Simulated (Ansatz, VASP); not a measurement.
## MgAlC2N2 in VASP and in Ansatz

File INCAR:

```
  ALGO = Normal
  EDIFF = 1E-7
  ENCUT = 520
  GGA = PE
  ISIF = 2
  ISMEAR = 0
  LASPH = True
  LCHARG = False
  LREAL = False
  LWAVE = False
  NBANDS = 20
  NELM = 100
  PREC = Accurate
  SIGMA = 0.1
```

Contents of KPOINTS:

```
k-points
0
Gamma
  6 4 4
```

Contents of POSCAR:

```
MgAlC2N2
1.0
    3.5118798800      0.0000000000      0.0000000000
    0.9095094300      3.9070766700      0.0000000000
    1.4461398000      1.2779556100      7.2093979100
Mg Al C N
1 1 2 2
Direct
    0.0000000000      0.0000000000      0.0000000000
    0.5000000000      0.0000000000      0.5000000000
    0.1936430300      0.6127139400      0.1936430300
    0.8063569700      0.3872860600      0.8063569700
    0.3080684600      0.3838630800      0.3080684600
    0.6919315400      0.6161369200      0.6919315400
```

Input for Ansatz:

```yaml
crystal:
  lattice:
    - [3.51187988, 0.0, 0.0]
    - [0.90950943, 3.90707667, 0.0]
    - [1.4461398, 1.27795561, 7.20939791]
  atoms:
    - { symbol: Mg, position: [0.0, 0.0, 0.0] }
    - { symbol: Al, position: [0.5, 0.0, 0.5] }
    - { symbol: C, position: [0.19364303, 0.61271394, 0.19364303] }
    - { symbol: C, position: [0.80635697, 0.38728606, 0.80635697] }
    - { symbol: "N", position: [0.30806846, 0.38386308, 0.30806846] }
    - { symbol: "N", position: [0.69193154, 0.61613692, 0.69193154] }
basis:
  ecutwfc: 420
kpoints:
  mp_grid: { grid: [6, 4, 4] }
hamiltonian:
  xc: pbe
scf:
  occupations: { method: gaussian, width: 0.1 }
  lower_state_search: "off"
output:
  forces: true
  stress: true
  eigenvalues: true
```

Alike in both runs: task single point; functional PBE; k mesh 6 × 4 × 4; occupations gaussian, width 0.1 eV; no spin polarisation.

|  | VASP | Ansatz |
| --- | --- | --- |
| version | VASP 6.6.1 | Ansatz 0.2.0 |
| potentials or method | VASP PAW PBE potentials, release 64 (Mg, Al, C, N), cutoff 520 eV | scalar-relativistic, plane waves, PAW |
| valence electrons in the cell | 23 | 31 |

|  | VASP | Ansatz | Ansatz less VASP |
| --- | --- | --- | --- |
| gap on the k mesh at the Fermi level (eV) | none | none | - |
| pressure (GPa) | 5.3 | 4.9 | -0.35 |
| traceless stress, the component that is largest in VASP (GPa) | -10.59 | -10.00 | +0.589 |
| rms of the force components (eV/Å) | 1.299 | 1.114 | -0.1855 |

Atom by atom the forces differ by 0.190 eV/Å (rms over components). A gap of «none» marks a metal or a gap that the smearing closes. The functional is the same, so the differences come from potentials, cutoffs and numerics. VASP's potentials hold 23 valence electrons a cell and Ansatz's 31, so a difference there can come from the potentials and not from the codes.

The k mesh is coarse, so the values compare programs but aren't converged. Noted on VASP's run: the standard files for N, O and F lose accuracy on very short bonds.
